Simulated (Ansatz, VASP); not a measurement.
# Be in VASP and in Ansatz

Contents of INCAR:

```
SYSTEM = Be
PREC = Accurate ; ENCUT = 520
EDIFF = 1E-8 ; ISMEAR = -1
SIGMA = 0.03 ; LREAL = .False.
LASPH = .True. ; NELM = 100
ALGO = Normal ; ISIF = 2
LWAVE = .False. ; LCHARG = .False.
GGA = PS ; LEFG = .True.
NBANDS = 7
```

File KPOINTS:

```
Automatic mesh
0
Gamma
  23 23 23
  0 0 0
```

The input POSCAR:

```
Be
1.0
   -1.2531209513      1.2531209513      1.2656521608
    1.2531209513     -1.2531209513      1.2656521608
    1.2531209513      1.2531209513     -1.2656521608
Be
1
Direct
    0.0000000000      0.0000000000      0.0000000000
```

Input for Ansatz:

```yaml
crystal:
  lattice:
    - [-1.2531209513, 1.2531209513, 1.2656521608]
    - [1.2531209513, -1.2531209513, 1.2656521608]
    - [1.2531209513, 1.2531209513, -1.2656521608]
  atoms:
    - { symbol: Be, position: [0.0, 0.0, 0.0] }
kpoints:
  mp_grid: { grid: [23, 23, 23] }
scf:
  occupations: { method: fermi_dirac, width: 0.03 }
hamiltonian:
  xc: pbesol
  pseudopotentials: { kind: all_electron, datasets: crystal }
output:
  forces: true
  stress: true
  eigenvalues: true
  efg: { contact_densities: true }
```

Change from the starting cell: zz strain of +1 %, crystal datasets.

Alike in both runs: task electric field gradients; functional PBEsol; k mesh 23 × 23 × 23; occupations fermi-dirac, width 0.03 eV; no spin polarisation.

|  | VASP | Ansatz |
| --- | --- | --- |
| version | VASP 6.6.1 | Ansatz 0.2.0 |
| potentials or method | VASP PAW PBE potentials, release 64 (Be), cutoff 520 eV | all-electron PAW with datasets made for the crystal, scalar-relativistic |

```tsv
	VASP	Ansatz	Ansatz less VASP
pressure (GPa)	-2.8	-3.2	-0.45
traceless stress, the component that is largest in VASP (GPa)	1.10	1.10	+0.003
```

VASP's potentials were made for PBE, not for PBEsol. Ansatz ran all-electron here, and VASP with PAW potentials.
